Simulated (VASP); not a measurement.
# Sb in VASP: settings compared, part 2 of 2

VASP 6.6.1. The steps go on from the part before.

### 4 Relaxation of cell and atoms, PBEsol+D3(BJ)

INCAR reads:

```
SYSTEM = Sb
PREC     = Accurate       ! precision mode
ENCUT    = 600            ! plane-wave cutoff, eV
EDIFF    = 1E-6           ! SCF threshold, eV
ISMEAR   = -1             ! smearing method
SIGMA    = 0.05           ! smearing width, eV
LREAL    = .FALSE.        ! projectors in reciprocal space
LASPH    = .TRUE.         ! aspherical terms in the spheres
NELM     = 100            ! most SCF steps
ALGO     = Normal         ! electronic algorithm
ISIF     = 3              ! what is computed and relaxed
LWAVE    = .FALSE.        ! write WAVECAR
LCHARG   = .FALSE.        ! write CHGCAR
GGA      = PS             ! functional
IVDW     = 12             ! dispersion correction
IBRION   = 2              ! ionic algorithm
NSW      = 60             ! ionic steps
EDIFFG   = -0.01          ! ionic threshold
```

KPOINTS reads:

```
Automatic mesh
0
G
  12 12 12
  0 0 0
```

POSCAR reads:

```
Sb
1.0
   -1.5765401831      1.5765401831      2.7119384313
    1.5765401831     -1.5765401831      2.7119384313
    1.5765401831      1.5765401831     -2.7119384313
Sb
1
Direct
    0.0000000000      0.0000000000      0.0000000000
```

Potentials or basis: VASP PAW PBE potentials, release 64 (Sb).

Command:

```
$ cat potpaw_PBE.64/Sb/POTCAR > POTCAR
$ mpirun -np 1 vasp_std > vasp.out
```

OUTCAR:

```text
SYSTEM = Sb
   PREC = Accurate
   ENCUT = 600
   EDIFF = 1E-6
   ISMEAR = -1
   LREAL = .FALSE.
   LASPH = .TRUE.
   NELM = 100
   ISIF = 3
   GGA = PS
   IVDW = 12
   IBRION = 2
   NSW = 60
   EDIFFG = -0.01
 IVDW          = 12

 ion  position               nearest neighbor table
   1  0.000  0.000  0.000-

  LATTYP: Found a body centered tetragonal cell.
 ALAT       =     3.1530803662
 C/A-ratio  =     1.7201835135

  Lattice vectors:

 A1 = (  -1.5765401831,   1.5765401831,   2.7119384313)
 A2 = (   1.5765401831,  -1.5765401831,   2.7119384313)
 A3 = (   1.5765401831,   1.5765401831,  -2.7119384313)

Analysis of symmetry for initial positions (statically):
=====================================================================
 Subroutine PRICEL returns:
 Original cell was already a primitive cell.

 Routine SETGRP: Setting up the symmetry group for a
 body centered tetragonal supercell.

 Subroutine GETGRP returns: Found 16 space group operations
 (whereof 16 operations were pure point group operations)
 out of a pool of 16 trial point group operations.

The static configuration has the point symmetry D_4h.

Analysis of symmetry for dynamics (positions and initial velocities):
=====================================================================
 Subroutine PRICEL returns:
 Original cell was already a primitive cell.

 Routine SETGRP: Setting up the symmetry group for a
[... 141 lines left out ...]

--------------------------------------- Ionic step        1  -------------------------------------------

 number of electron       5.0000000 magnetization

 Free energy of the ion-electron system (eV)
  ---------------------------------------------------
  ext. energy  EPLUGINS =         0.00000000
  ---------------------------------------------------
  free energy    TOTEN  =        -4.31520554 eV

  energy without entropy =       -4.30968780  energy(sigma->0) =       -4.31244667

------------------------ aborting loop because EDIFF is reached ----------------------------------------

 Edisp (eV)   -0.50557

 E8    (eV) :    -0.3466
[... 303 lines left out ...]
--------------------------------------- Ionic step        9  -------------------------------------------

 number of electron       5.0000000 magnetization

 Free energy of the ion-electron system (eV)
  ---------------------------------------------------
  ext. energy  EPLUGINS =         0.00000000
  ---------------------------------------------------
  free energy    TOTEN  =        -4.30784213 eV

  energy without entropy =       -4.30361319  energy(sigma->0) =       -4.30572766

 E-fermi :   9.3237     XC(G=0): -10.6375

 val. band max:        9.2751499076   @ k =   0.4167   0.4167   0.0833
 cond. band min:       9.3356936258   @ k =  -0.3333   0.5000   0.0833
 fundamental gap:      0.0605437183
 Fermi energy:         9.3237434465

 k-point     1 :       0.0000    0.0000    0.0000
  band No.  band energies     occupation
      1      -4.1946      2.00000
      2      14.9475      0.00000
      3      15.2267      0.00000
      4      15.2267      0.00000
      5      19.1156      0.00000
      6      19.7973      0.00000
[... 199 lines left out ...]
 k-point    24 :      -0.4167    0.1667    0.0000
  band No.  band energies     occupation
      1      -0.8192      2.00000
      2       5.6021      2.00000
      3      10.9928      0.00000
      4      12.0875      0.00000
      5      15.9306      0.00000
      6      18.6975      0.00000

 [... further k-points ...]

------------------------ aborting loop because EDIFF is reached ----------------------------------------

 Edisp (eV)   -0.54559

 E8    (eV) :    -0.3744
[... 24 lines left out ...]
  FREE ENERGIE OF THE ION-ELECTRON SYSTEM (eV)
  ---------------------------------------------------
  free  energy   TOTEN  =        -4.8534361770 eV

  energy  without entropy=       -4.8492072307  energy(sigma->0) =       -4.85132170

 reached required accuracy - stopping structural energy minimisation
```

OSZICAR:

```text
N       E                     dE             d eps       ncg     rms          rms(c)
DAV:   1     0.871315747855E+01    0.87132E+01   -0.17967E+03  1974   0.618E+02
DAV:   2    -0.412646558409E+01   -0.12840E+02   -0.12394E+02  2874   0.780E+01
DAV:   3    -0.432278649391E+01   -0.19632E+00   -0.19423E+00  2358   0.105E+01
DAV:   4    -0.432357705908E+01   -0.79057E-03   -0.79054E-03  2604   0.870E-01
[... 54 lines left out ...]
       N       E                     dE             d eps       ncg     rms          rms(c)
DAV:   1    -0.430815190514E+01    0.35060E-02   -0.11586E-02  2238   0.636E-01    0.866E-02
DAV:   2    -0.430795053943E+01    0.20137E-03   -0.18606E-04  2184   0.118E-01    0.478E-02
DAV:   3    -0.430784244122E+01    0.10810E-03   -0.20285E-04  2112   0.834E-02    0.143E-02
DAV:   4    -0.430784213360E+01    0.30763E-06   -0.14212E-06  2112   0.125E-02
   9 F= -.48534362E+01 E0= -.48513217E+01  d E =-.141997E-03
```

Run time: 49 s. Hardware: 1 thread of Intel Xeon 6975P-C (Granite Rapids), shared host; peak memory 0.2 GiB.

What came out:

```
Free energy                           : -4.8534 eV
Relaxed volume                        : 25.08 Å³/atom
Relaxed cell                          : a = 3.380 Å, b = 3.380 Å, c = 3.380 Å, α = 124.71°, β = 124.71°, γ = 82.01°
Space group after relaxing (to 0.1 Å) : I4/mmm (No. 139)
Energy gained by relaxing             : 32.7 meV/atom
Ionic steps                           : 9
Pressure after relaxing               : 0.0 GPa
Band gap on the k mesh                : zero (an odd number of electrons rules out a gap without spin polarisation)
Dispersion energy per atom            : -0.546 eV
```

Step by step:
```csv
step,energy change (eV),largest force (eV/Å),pressure (GPa),volume (Å³)
1,0.0000,0.0000,-4.42,26.96
2,-0.0154,0.0000,3.59,24.16
3,-0.0262,0.0000,0.06,25.19
4,-0.0288,0.0000,0.07,25.14
5,-0.0325,0.0000,0.41,24.95
6,-0.0325,0.0000,0.37,24.97
7,-0.0325,0.0000,0.38,24.97
8,-0.0323,0.0000,-0.55,25.27
9,-0.0327,0.0000,0.01,25.08
```

Final structure:
```cif
data_structure
_symmetry_space_group_name_H-M 'P 1'
_symmetry_Int_Tables_number 1
_cell_length_a 3.3796
_cell_length_b 3.3796
_cell_length_c 3.3796
_cell_angle_alpha 124.714
_cell_angle_beta 124.714
_cell_angle_gamma 82.013
_cell_volume 25.08
loop_
_atom_site_label
_atom_site_type_symbol
_atom_site_fract_x
_atom_site_fract_y
_atom_site_fract_z
_atom_site_occupancy
Sb1 Sb 0.00000 0.00000 0.00000 1
```

Caveat: the PAW data sets were made with another functional, which shifts forces and pressure a little; spin-orbit coupling is left out, which moves the levels of the heavy elements.

### 5 Relaxation of cell and atoms, PBEsol+D4

INCAR reads:

```
SYSTEM = Sb
ALGO = Normal ; EDIFF = 1E-6
EDIFFG = -0.01 ; ENCUT = 600
GGA = PS ; IBRION = 2
ISIF = 3 ; ISMEAR = -1
IVDW = 13 ; LASPH = .True.
LCHARG = .False. ; LREAL = .False.
LWAVE = .False. ; NELM = 80
NSW = 60 ; PREC = Accurate
SIGMA = 0.05
```

KPOINTS reads:

```
k-points
0
Gamma
  12 12 12
  0 0 0
```

POSCAR is that of step 4.

Command:

```
$ cat potpaw_PBE.64/Sb/POTCAR > POTCAR
$ mpirun -np 1 vasp_std > vasp.out
```

It took 47 s on 1 thread of Intel Xeon 6975P-C (Granite Rapids), shared host; peak memory 0.19 GiB.

Results (log left out):

```yaml
Free_energy: -4.6591 eV
Relaxed_volume: 25.57 Å³/atom
Relaxed_cell: a = 3.403 Å, b = 3.403 Å, c = 3.403 Å, α = 124.79°, β = 124.79°, γ = 81.89°
Space_group_after_relaxing_to_0.1_Å: I4/mmm (No. 139)
Energy_gained_by_relaxing: 18.8 meV/atom
Ionic_steps: 9
Pressure_after_relaxing: 0.0 GPa
Band_gap_on_the_k_mesh: zero (an odd number of electrons rules out a gap without spin polarisation)
Dispersion_energy_per_atom: -0.343 eV
```

Step by step:
```tsv
step	energy change (eV)	largest force (eV/Å)	pressure (GPa)	volume (Å³)
1	0.0000	0.0000	-3.16	26.96
2	-0.0085	0.0000	2.33	24.94
3	-0.0135	0.0000	0.07	25.67
4	-0.0152	0.0000	0.09	25.62
5	-0.0186	0.0000	0.31	25.48
6	-0.0186	0.0000	0.39	25.44
7	-0.0186	0.0000	0.35	25.45
8	-0.0184	0.0000	-0.57	25.77
9	-0.0188	0.0000	-0.01	25.57
```

Final structure:
```
Sb
1.0
    -1.57703    1.57703    2.57056
     1.57703   -1.57703    2.57056
     1.57703    1.57703   -2.57056
Sb
1
Direct
  0.00000 0.00000 0.00000
```

Levels at points of the mesh, in eV from the Fermi level:
```
           k point  band 1  band 2  band 3  band 4  band 5  band 6
(0.00, 0.00, 0.00)  -13.36    5.45    5.76    5.76    9.71   10.48
(0.50, 0.00, 0.00)   -9.27   -6.15    2.46    5.20    6.90   10.06
(0.50, 0.50, 0.00)   -6.82   -4.80   -0.69    0.49    3.61    4.34
(0.50, 0.50, 0.50)   -8.87   -5.85    1.70    1.70    5.57    5.65
```

Caveat: the PAW data sets were made with another functional, which shifts forces and pressure a little; spin-orbit coupling is left out, which moves the levels of the heavy elements.

### 6 Overview

```csv
task,level,cell,k mesh,cutoff (eV),gap on the mesh (eV),pressure (GPa),relaxed volume (Å³/atom)
single point,PBE,"a = 3.513, b = 3.471, c = 3.505 Å, angles 125.9, 126.6, 78.8°, 1 atom",16 × 16 × 19,520,none,1.8,-
relaxation of cell and atoms,PBE+D4,"relaxed from a = 3.511 Å, angles 126.6, 126.6, 78.8°, 1 atom",12 × 12 × 12,600,none,0.0,26.25
relaxation of cell and atoms,PBEsol+D3(BJ),"relaxed from a = 3.511 Å, angles 126.6, 126.6, 78.8°, 1 atom",12 × 12 × 12,600,none,0.0,25.08
relaxation of cell and atoms,PBEsol+D4,"relaxed from a = 3.511 Å, angles 126.6, 126.6, 78.8°, 1 atom",12 × 12 × 12,600,none,0.0,25.57
```

Alike in all rows: potentials or basis VASP PAW PBE potentials, release 64 (Sb); no spin polarisation; smearing fermi-dirac 0.05 eV.

Caveats: spin-orbit coupling is left out, which moves the levels of the heavy elements; the PAW data sets were made with another functional, which shifts forces and pressure a little (at least some runs).

Absolute energies hang on the potentials; compare differences alone.
